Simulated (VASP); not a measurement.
# Sn3Te (Pm-3m) in VASP: notebook, part 3 of 3

VASP 6.6.1.

## Step 4: Single point, PBE

This run uses another cell than the first one, of 28.22 Å³/atom.

Contents of INCAR:

```
PREC = Accurate ; ENCUT = 520
EDIFF = 1E-7 ; ISMEAR = -1
SIGMA = 0.05 ; LREAL = F
LASPH = T ; NELM = 60
ALGO = Fast ; ISIF = 2
LWAVE = F ; LCHARG = F
GGA = PE ; NBANDS = 32
```

Contents of KPOINTS:

```
regular mesh
0
Gamma
  6 6 6
```

Contents of POSCAR:

```
Sn3Te
1.0
    4.8329658348      0.0000000000      0.0000000000
    0.0000000000      4.8329658348      0.0000000000
    0.0000000000      0.0000000000      4.8329658348
Te Sn
1 3
Direct
    0.0000000000      0.0000000000      0.0000000000
    0.0000000000      0.5000000000      0.5000000000
    0.5000000000      0.0000000000      0.5000000000
    0.5000000000      0.5000000000      0.0000000000
```

Potentials or basis: VASP PAW PBE potentials, release 64 (Te, Sn_d).

Command:

```
$ cat potpaw_PBE.64/Te/POTCAR potpaw_PBE.64/Sn_d/POTCAR > POTCAR
$ mpirun -np 1 vasp_std > vasp.out
```

OUTCAR:

```text
PREC = Accurate
   ENCUT = 520
   EDIFF = 1E-7
   ISMEAR = -1
   LREAL = F
   LASPH = T
   NELM = 60
   ISIF = 2
   GGA = PE

 ion  position               nearest neighbor table
   1  0.000  0.000  0.000-   2 3.42   3 3.42   4 3.42   2 3.42   3 3.42   2 3.42   4 3.42   2 3.42
                             3 3.42   4 3.42   3 3.42   4 3.42
   2  0.000  0.500  0.500-   1 3.42   3 3.42   4 3.42   1 3.42   4 3.42   1 3.42   3 3.42   1 3.42
                             3 3.42   4 3.42   4 3.42   3 3.42
   3  0.500  0.000  0.500-   1 3.42   2 3.42   4 3.42   1 3.42   4 3.42   2 3.42   4 3.42   4 3.42
                             1 3.42   2 3.42   1 3.42   2 3.42
   4  0.500  0.500  0.000-   1 3.42   2 3.42   3 3.42   2 3.42   3 3.42   1 3.42   3 3.42   3 3.42
                             1 3.42   2 3.42   2 3.42   1 3.42

  LATTYP: Found a simple cubic cell.
 ALAT       =     4.8329658348

  Lattice vectors:

 A1 = (   4.8329658348,   0.0000000000,   0.0000000000)
 A2 = (   0.0000000000,   4.8329658348,   0.0000000000)
 A3 = (   0.0000000000,   0.0000000000,   4.8329658348)

Analysis of symmetry for initial positions (statically):
=====================================================================
[... 174 lines left out ...]
 val. band max:        7.8464967376   @ k =   0.1667   0.0000   0.0000
 cond. band min:       7.8925744002   @ k =   0.1667   0.0000   0.0000
 fundamental gap:      0.0460776626
 Fermi energy:         7.8672756800

 k-point     1 :       0.0000    0.0000    0.0000
  band No.  band energies     occupation
      1     -13.7836      2.00000
      2     -13.7836      2.00000
      3     -13.7836      2.00000
      4     -13.7628      2.00000
      5     -13.7628      2.00000
      6     -13.7411      2.00000
[... 689 lines left out ...]
     31      13.4334      0.00000
     32      15.7648      0.00000

------------------------ aborting loop because EDIFF is reached ----------------------------------------

  FORCE on cell =-STRESS in cart. coord.  units (eV):
  Direction    XX          YY          ZZ          XY          YZ          ZX
  --------------------------------------------------------------------------------------
  -------------------------------------------------------------------------------------
  Total        0.8764171      0.8764171      0.8764171     -0.0000000      0.0000000     -0.0000000
  in kB       12.4388503     12.4388503     12.4388503     -0.0000000      0.0000000     -0.0000000
  external PRESSURE =      12.4388503 kB  Pullay stress =       0.0000000 kB

 VOLUME and BASIS-vectors are now :
 -----------------------------------------------------------------------------
  energy-cutoff  :      520.00
  volume of cell :      112.89
      direct lattice vectors                 reciprocal lattice vectors
     4.832965835  0.000000000  0.000000000     0.206912284  0.000000000  0.000000000
     0.000000000  4.832965835  0.000000000     0.000000000  0.206912284  0.000000000
     0.000000000  0.000000000  4.832965835     0.000000000  0.000000000  0.206912284

 POSITION                                       TOTAL-FORCE (eV/Angst)
 -----------------------------------------------------------------------------------
      0.00000      0.00000      0.00000         0.000000      0.000000      0.000000
      0.00000      2.41648      2.41648         0.000000      0.000000      0.000000
      2.41648      0.00000      2.41648         0.000000      0.000000      0.000000
      2.41648      2.41648      0.00000         0.000000      0.000000      0.000000
 -----------------------------------------------------------------------------------
    total drift:                                0.000000      0.000000      0.000000

  FREE ENERGIE OF THE ION-ELECTRON SYSTEM (eV)
  ---------------------------------------------------
  free  energy   TOTEN  =       -14.3642132062 eV

  energy  without entropy=      -14.3394504502  energy(sigma->0) =      -14.35183183
```

OSZICAR:

```text
N       E                     dE             d eps       ncg     rms          rms(c)
DAV:   1     0.435923545976E+03    0.43592E+03   -0.23104E+04  1360   0.210E+03
DAV:   2     0.416087998824E+02   -0.39431E+03   -0.38280E+03  1280   0.545E+02
DAV:   3    -0.120115319460E+02   -0.53620E+02   -0.52040E+02  1560   0.170E+02
[... 11 lines left out ...]
RMM:  15    -0.143642255562E+02   -0.88297E-05   -0.47914E-06  1875   0.191E-02    0.153E-01
RMM:  16    -0.143642179983E+02    0.75579E-05   -0.22951E-06  1515   0.152E-02    0.776E-02
RMM:  17    -0.143642135781E+02    0.44203E-05   -0.20474E-06  1532   0.137E-02    0.127E-02
RMM:  18    -0.143642132749E+02    0.30317E-06   -0.26899E-07  1036   0.372E-03    0.751E-03
RMM:  19    -0.143642132062E+02    0.68706E-07   -0.54966E-08   746   0.211E-03
   1 F= -.14364213E+02 E0= -.14351832E+02  d E =-.247628E-01
```

It took 38 s on 1 thread of Intel Xeon 6975P-C (Granite Rapids), shared host; peak memory 0.23 GiB.

Results:

| Quantity | Value |
| --- | --- |
| Free energy | -14.3642 eV |
| Pressure | 1.2 GPa |
| Band gap on the k mesh | zero (bands 24 and 25 overlap by 3.31 eV) |

Levels at points of the mesh, in eV from the Fermi level:
```
           k point  band 22  band 23  band 24  band 25  band 26  band 27
(0.00, 0.00, 0.00)    -4.28     0.42     0.42     0.42     1.96     1.96
(0.50, 0.00, 0.00)    -1.77    -1.77    -1.54    -0.38     1.95     2.21
(0.50, 0.50, 0.00)    -1.91    -1.91    -0.68    -0.11    -0.11     0.10
(0.50, 0.50, 0.50)    -5.29    -4.41     2.93     2.93     2.93     5.49
```

Caveat: spin-orbit coupling is left out, which moves the levels of the heavy elements.

## Step 5: Single point, PBE

This run uses another cell than the first one, of 29.37 Å³/atom.

Contents of INCAR:

```
  PREC = Accurate
  ENCUT = 520
  EDIFF = 1E-6
  ISMEAR = -1
  SIGMA = 0.05
  LREAL = F
  LASPH = T
  NELM = 100
  ALGO = Normal
  ISIF = 2
  LWAVE = F
  LCHARG = F
  GGA = PE
  NBANDS = 32
```

KPOINTS is that of step 4.

Contents of POSCAR:

```
Sn3Te
1.0
    4.8978456013      0.0000000000      0.0000000000
    0.0000000000      4.8978456013      0.0000000000
    0.0000000000      0.0000000000      4.8978456013
Te Sn
1 3
Direct
    0.0000000000      0.0000000000      0.0000000000
    0.0000000000      0.5000000000      0.5000000000
    0.5000000000      0.0000000000      0.5000000000
    0.5000000000      0.5000000000      0.0000000000
```

Command:

```
$ cat potpaw_PBE.64/Te/POTCAR potpaw_PBE.64/Sn_d/POTCAR > POTCAR
$ mpirun -np 1 vasp_std > vasp.out
```

It took 26 s on 1 thread of Intel Xeon 6975P-C (Granite Rapids), shared host; peak memory 0.23 GiB.

It converged, with:

- Free energy: -14.3744 eV
- Pressure: -0.6 GPa
- Band gap on the k mesh: zero (bands 24 and 25 overlap by 3.06 eV)

Levels at points of the mesh, in eV from the Fermi level:
| k point | band 22 | band 23 | band 24 | band 25 | band 26 | band 27 |
| --- | --- | --- | --- | --- | --- | --- |
| (0.00, 0.00, 0.00) | -4.11 | 0.39 | 0.39 | 0.39 | 1.90 | 1.90 |
| (0.50, 0.00, 0.00) | -1.68 | -1.68 | -1.49 | -0.30 | 1.78 | 2.00 |
| (0.50, 0.50, 0.00) | -1.94 | -1.88 | -0.73 | -0.07 | -0.07 | 0.11 |
| (0.50, 0.50, 0.50) | -5.07 | -4.23 | 2.75 | 2.75 | 2.75 | 5.25 |

Caveat: spin-orbit coupling is left out, which moves the levels of the heavy elements.

## Step 6: Single point, PBE

This run uses another cell than the first one, of 29.95 Å³/atom.

Contents of INCAR:

```
SYSTEM = Sn3Te
PREC     = Accurate       ! precision mode
ENCUT    = 520            ! plane-wave cutoff, eV
EDIFF    = 1E-7           ! SCF threshold, eV
ISMEAR   = -1             ! smearing method
SIGMA    = 0.05           ! smearing width, eV
LREAL    = .FALSE.        ! projectors in reciprocal space
LASPH    = .TRUE.         ! aspherical terms in the spheres
NELM     = 80             ! most SCF steps
ALGO     = Normal         ! electronic algorithm
ISIF     = 2              ! what is computed and relaxed
LWAVE    = .FALSE.        ! write WAVECAR
LCHARG   = .FALSE.        ! write CHGCAR
GGA      = PE             ! functional
NBANDS   = 32             ! bands
```

Contents of KPOINTS:

```
Automatic mesh
0
G
  6 6 6
  0 0 0
```

Contents of POSCAR:

```
Sn3Te
1.0
    4.9296506847      0.0000000000      0.0000000000
    0.0000000000      4.9296506847      0.0000000000
    0.0000000000      0.0000000000      4.9296506847
Te Sn
1 3
Direct
    0.0000000000      0.0000000000      0.0000000000
    0.0000000000      0.5000000000      0.5000000000
    0.5000000000      0.0000000000      0.5000000000
    0.5000000000      0.5000000000      0.0000000000
```

Potentials or basis: VASP PAW PBE potentials, release 64 (Te, Sn_d).

Command:

```
$ cat potpaw_PBE.64/Te/POTCAR potpaw_PBE.64/Sn_d/POTCAR > POTCAR
$ mpirun -np 1 vasp_std > vasp.out
```

Wall time 41 s (1 thread of Intel Xeon 6975P-C (Granite Rapids), shared host); peak memory 0.26 GiB.

It converged, with:

```
Free energy            : -14.3612 eV
Pressure               : -1.3 GPa
Band gap on the k mesh : zero (bands 24 and 25 overlap by 2.94 eV)
```

Levels at points of the mesh, in eV from the Fermi level:
```csv
k point,band 21,band 22,band 23,band 24,band 25,band 26,band 27,band 28
"(0.00, 0.00, 0.00)",-4.03,-4.03,0.38,0.38,0.38,1.87,1.87,1.87
"(0.50, 0.00, 0.00)",-2.98,-1.64,-1.64,-1.48,-0.27,1.70,1.91,2.26
"(0.50, 0.50, 0.00)",-1.95,-1.95,-1.86,-0.75,-0.06,-0.06,0.12,3.27
"(0.50, 0.50, 0.50)",-4.97,-4.97,-4.14,2.67,2.67,2.67,5.14,5.14
```

Caveat: spin-orbit coupling is left out, which moves the levels of the heavy elements.

## Step 7: The runs side by side

| task | level | cell | cutoff (eV) | gap on the mesh (eV) | pressure (GPa) |
| --- | --- | --- | --- | --- | --- |
| relaxation of cell and atoms | PBEsol | relaxed to 2 GPa from a = 4.866 Å, 4 atoms | 600 | none | 2.0 |
| relaxation of cell and atoms | PBEsol | relaxed to 10 GPa from a = 4.866 Å, 4 atoms | 600 | none | 10.0 |
| single point | PBE | a = 4.833 Å, 4 atoms | 520 | none | 1.2 |
| single point | PBE | a = 4.898 Å, 4 atoms | 520 | none | -0.6 |
| single point | PBE | a = 4.930 Å, 4 atoms | 520 | none | -1.3 |

Alike in all rows: potentials or basis VASP PAW PBE potentials, release 64 (Te, Sn_d); no spin polarisation; k mesh 6 × 6 × 6; smearing fermi-dirac 0.05 eV.

Caveats: spin-orbit coupling is left out, which moves the levels of the heavy elements; the cell is relaxed towards a set pressure, so the run minimises the enthalpy, not the energy (at least some runs); the PAW data sets were made with another functional, which shifts forces and pressure a little (at least some runs); the volume moved by over 15 % at a fixed basis, so the end points are rough (at least some runs).

Total energies depend on the potentials used, so only differences within one code and one set of settings carry meaning.
